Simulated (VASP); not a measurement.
# ZnO (P6_3mc) in VASP: further runs, part 3 of 3

VASP 6.6.1.

### Step 6. Electric field gradients, PBE (zz strain of +3 %)

INCAR

```
SYSTEM = ZnO
ALGO = Normal
EDIFF = 1E-8
ENCUT = 520
GGA = PE
ISIF = 2
ISMEAR = -1
LASPH = .TRUE.
LCHARG = .FALSE.
LEFG = .TRUE.
LREAL = .FALSE.
LWAVE = .FALSE.
NBANDS = 26
NELM = 80
PREC = Accurate
SIGMA = 0.02
```

KPOINTS

```
k-points
0
G
  11 11 6
  0 0 0
```

POSCAR

```
ZnO
1.0
    3.2493987239      0.0000000000      0.0000000000
   -1.6246993619      2.8140618419      0.0000000000
    0.0000000000      0.0000000000      5.3599140000
Zn O
2 2
Direct
    0.3333333333      0.6666666667      0.0000000000
    0.6666666667      0.3333333333      0.5000000000
    0.3333333333      0.6666666667      0.3821000000
    0.6666666667      0.3333333333      0.8821000000
```

Potentials or basis: VASP PAW PBE potentials, release 64 (Zn, O).

On the command line:

```console
$ cat potpaw_PBE.64/Zn/POTCAR potpaw_PBE.64/O/POTCAR > POTCAR
$ mpirun -np 1 vasp_std > vasp.out
```

OUTCAR:

```text
SYSTEM = ZnO
   EDIFF = 1E-8
   ENCUT = 520
   GGA = PE
   ISIF = 2
   ISMEAR = -1
   LASPH = .TRUE.
   LREAL = .FALSE.
   NELM = 80
   PREC = Accurate

 ion  position               nearest neighbor table
   1  0.333  0.667  0.000-   4 1.98   4 1.98   4 1.98   3 2.05
   2  0.667  0.333  0.500-   3 1.98   3 1.98   3 1.98   4 2.05
   3  0.333  0.667  0.382-   2 1.98   2 1.98   2 1.98   1 2.05
   4  0.667  0.333  0.882-   1 1.98   1 1.98   1 1.98   2 2.05

  LATTYP: Found a hexagonal cell.
 ALAT       =     3.2493987239
 C/A-ratio  =     1.6495094802

  Lattice vectors:

[... 924 lines left out ...]
 ion       V_xx      V_yy      V_zz      V_xy      V_xz      V_yz
---------------------------------------------------------------------
   1     -10.079   -10.080    20.159    -0.001    -0.000     0.000
   2     -10.079   -10.080    20.159    -0.001     0.000    -0.000
   3      -0.024    -0.028     0.052    -0.004    -0.000     0.000
   4      -0.024    -0.028     0.052    -0.004     0.000    -0.000
---------------------------------------------------------------------

 Electric field gradients after diagonalization (V/A^2)
 (convention: |V_zz| > |V_xx| > |V_yy|)
----------------------------------------------------------------------
 ion       V_xx      V_yy      V_zz     asymmetry (V_yy - V_xx)/ V_zz
----------------------------------------------------------------------
   1     -10.081   -10.078    20.159       0.000
   2     -10.081   -10.078    20.159       0.000
   3      -0.031    -0.022     0.052       0.169
   4      -0.031    -0.022     0.052       0.169
----------------------------------------------------------------------

           NMR quadrupolar parameters

 Cq : quadrupolar parameter    Cq=e*Q*V_zz/h
 eta: asymmetry parameters     (V_yy - V_xx)/ V_zz
 Q  : nuclear electric quadrupole moment in mb (millibarn)
----------------------------------------------------------------------
 ion       Cq(MHz)       eta       Q (mb)
----------------------------------------------------------------------
   1       0.049       0.000       1.000
   2       0.049       0.000       1.000
   3       0.000       0.169       1.000
   4       0.000       0.169       1.000
----------------------------------------------------------------------
```

Run time: 59 s. Hardware: 1 thread of Intel Xeon Platinum 8124M at 3.00GHz (Skylake/Cascade Lake), shared host; peak memory 0.2 GiB.

Results:

```
Free energy            : -17.8416 eV
Pressure               : 2.0 GPa
Largest force          : 0.242 eV/Å
Band gap on the k mesh : 0.71 eV, direct
```

Forces on the atoms (eV/Å):
```
Zn   0.000  0.000  0.242
Zn   0.000  0.000  0.242
O    0.000  0.000 -0.242
O    0.000  0.000 -0.242
```

Stress tensor (GPa, compression positive):
```
 3.81  0.00  0.00
 0.00  3.81  0.00
 0.00  0.00 -1.78
```

Electric field gradients, principal values (V/Å²):
```csv
atom,least,middle,greatest (by size)
1 Zn,-10.078,-10.081,20.159
2 Zn,-10.078,-10.081,20.159
3 O,-0.022,-0.031,0.052
4 O,-0.022,-0.031,0.052
```

Caveat: the cell differs from its parent crystal (zz strain of +3 %); without QUAD_EFG the Cq values of the log hold for a quadrupole moment of 1 mb, not for the nuclei.

### Step 7. Electric field gradients, PBE (zz strain of +3 %)

INCAR

```
PREC     = Accurate       # precision mode
ENCUT    = 520            # plane-wave cutoff, eV
EDIFF    = 1E-8           # SCF threshold, eV
ISMEAR   = -1             # smearing method
SIGMA    = 0.02           # smearing width, eV
LREAL    = False          # projectors in reciprocal space
LASPH    = True           # aspherical terms in the spheres
NELM     = 100            # most SCF steps
ALGO     = Normal         # electronic algorithm
ISIF     = 2              # what is computed and relaxed
LWAVE    = False          # write WAVECAR
LCHARG   = False          # write CHGCAR
GGA      = PE             # functional
LEFG     = True         
NBANDS   = 26             # bands
```

KPOINTS

```
Automatic mesh
0
Gamma
  11 11 6
```

POSCAR is that of step 6.

Potentials or basis: VASP PAW PBE potentials, release 64 (Zn, O).

On the command line:

```console
$ cat potpaw_PBE.64/Zn/POTCAR potpaw_PBE.64/O/POTCAR > POTCAR
$ mpirun -np 1 vasp_std > vasp.out
```

OUTCAR:

```text
PREC = Accurate
   ENCUT = 520
   EDIFF = 1E-8
   ISMEAR = -1
   LREAL = False
   LASPH = True
   NELM = 100
   ISIF = 2
   GGA = PE

 ion  position               nearest neighbor table
   1  0.333  0.667  0.000-   4 1.98   4 1.98   4 1.98   3 2.05
   2  0.667  0.333  0.500-   3 1.98   3 1.98   3 1.98   4 2.05
   3  0.333  0.667  0.382-   2 1.98   2 1.98   2 1.98   1 2.05
   4  0.667  0.333  0.882-   1 1.98   1 1.98   1 1.98   2 2.05

  LATTYP: Found a hexagonal cell.
 ALAT       =     3.2493987239
 C/A-ratio  =     1.6495094802

  Lattice vectors:

 A1 = (   3.2493987239,   0.0000000000,   0.0000000000)
 A2 = (  -1.6246993619,   2.8140618419,   0.0000000000)
[... 922 lines left out ...]
 ion       V_xx      V_yy      V_zz      V_xy      V_xz      V_yz
---------------------------------------------------------------------
   1     -10.079   -10.080    20.159    -0.001    -0.000     0.000
   2     -10.079   -10.080    20.159    -0.001     0.000    -0.000
   3      -0.024    -0.028     0.052    -0.004    -0.000     0.000
   4      -0.024    -0.028     0.052    -0.004     0.000    -0.000
---------------------------------------------------------------------

 Electric field gradients after diagonalization (V/A^2)
 (convention: |V_zz| > |V_xx| > |V_yy|)
----------------------------------------------------------------------
 ion       V_xx      V_yy      V_zz     asymmetry (V_yy - V_xx)/ V_zz
----------------------------------------------------------------------
   1     -10.081   -10.078    20.159       0.000
   2     -10.081   -10.078    20.159       0.000
   3      -0.031    -0.022     0.052       0.169
   4      -0.031    -0.022     0.052       0.169
----------------------------------------------------------------------

           NMR quadrupolar parameters

 Cq : quadrupolar parameter    Cq=e*Q*V_zz/h
 eta: asymmetry parameters     (V_yy - V_xx)/ V_zz
 Q  : nuclear electric quadrupole moment in mb (millibarn)
----------------------------------------------------------------------
 ion       Cq(MHz)       eta       Q (mb)
----------------------------------------------------------------------
   1       0.049       0.000       1.000
   2       0.049       0.000       1.000
   3       0.000       0.169       1.000
   4       0.000       0.169       1.000
----------------------------------------------------------------------
```

Wall time 58 s (1 thread of Intel Xeon Platinum 8124M at 3.00GHz (Skylake/Cascade Lake), shared host); peak memory 0.2 GiB.

Results:

- Free energy: -17.8416 eV
- Pressure: 2.0 GPa
- Largest force: 0.242 eV/Å
- Band gap on the k mesh: 0.71 eV, direct

Forces on the atoms (eV/Å):
```
Zn   0.000  0.000  0.242
Zn   0.000  0.000  0.242
O    0.000  0.000 -0.242
O    0.000  0.000 -0.242
```

Electric field gradients, principal values (V/Å²):
| atom | least | middle | greatest (by size) |
| --- | --- | --- | --- |
| 1 Zn | -10.078 | -10.081 | 20.159 |
| 2 Zn | -10.078 | -10.081 | 20.159 |
| 3 O | -0.022 | -0.031 | 0.052 |
| 4 O | -0.022 | -0.031 | 0.052 |

Caveat: the cell differs from its parent crystal (zz strain of +3 %); without QUAD_EFG the Cq values of the log hold for a quadrupole moment of 1 mb, not for the nuclei.

### Step 8. Overview

```csv
cell,gap on the mesh (eV),pressure (GPa),largest force (eV/Å)
"a = 3.271, b = 3.271, c = 5.238 Å, angles 90.0, 90.0, 120.0°, 4 atoms",0.76,3.1,0.03
"a = 3.313, b = 3.313, c = 5.306 Å, angles 90.0, 90.0, 120.0°, 4 atoms",0.70,-2.0,0.03
"a = 3.249, b = 3.249, c = 5.100 Å, angles 90.0, 90.0, 120.0°, 4 atoms",0.84,9.3,0.20
"a = 3.249, b = 3.249, c = 5.256 Å, angles 90.0, 90.0, 120.0°, 4 atoms",0.76,4.5,0.12
"a = 3.249, b = 3.249, c = 5.360 Å, angles 90.0, 90.0, 120.0°, 4 atoms",0.71,2.0,0.24
```

Alike in all rows: task electric field gradients; level PBE; potentials or basis VASP PAW PBE potentials, release 64 (Zn, O); no spin polarisation; k mesh 11 × 11 × 6; cutoff (eV) 520; smearing fermi-dirac 0.02 eV.

Absolute energies hang on the potentials; compare differences alone.
